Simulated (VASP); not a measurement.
**GaSb: single point with PBE+D3(BJ)**

The system is GaSb, a slab with vacuum.

```
Sb Ga
1.0
     4.33438    0.00000    0.00000
    -2.16719    3.75368    0.00000
     0.00000    0.00000   18.42376
Sb Ga
2 2
Direct
  0.00000 0.00000 0.37994
  0.33333 0.66667 0.58073
  0.33333 0.66667 0.42797
  0.66667 0.33333 0.62255
```

| Item | Value |
| --- | --- |
| Program | VASP 6.6.1 |
| Task | single point |
| Functional | PBE |
| Dispersion | D3(BJ) |
| Potentials or basis | VASP PAW PBE potentials, release 64 (Sb, Ga_d) |
| Cutoff | 520 eV |
| k mesh | 9 × 9 × 1 |
| Occupations | gaussian, width 0.1 eV |
| Spin | no spin polarisation |
| Dipole correction | yes |
| Further INCAR settings | ALGO = Normal; EDIFF = 1e-07; NBANDS = 26 |

```json
{
 "Largest force": "0.207 eV/Å",
 "Dispersion energy per atom": "-0.221 eV"
}
```

Forces in eV/Å, atoms in the order of the input:
```
Sb   0.000  0.000  0.207
Sb   0.000  0.000 -0.006
Ga   0.000  0.000 -0.202
Ga   0.000  0.000  0.002
```

Levels at points of the mesh, in eV from the Fermi level:
| k point | band 14 | band 15 | band 16 | band 17 | band 18 | band 19 | band 20 | band 21 | band 22 | band 23 |
| --- | --- | --- | --- | --- | --- | --- | --- | --- | --- | --- |
| (0.00, 0.00, 0.00) | -2.13 | -1.17 | -1.17 | 0.00 | 0.00 | 0.10 | 0.87 | 1.65 | 3.06 | 3.06 |

It took 100 s on 1 thread of AMD EPYC 9R45 (Zen 5), with other jobs on the host, peak memory 0.38 GiB.

Caveat: spin-orbit coupling is left out, which moves the levels of the heavy elements.
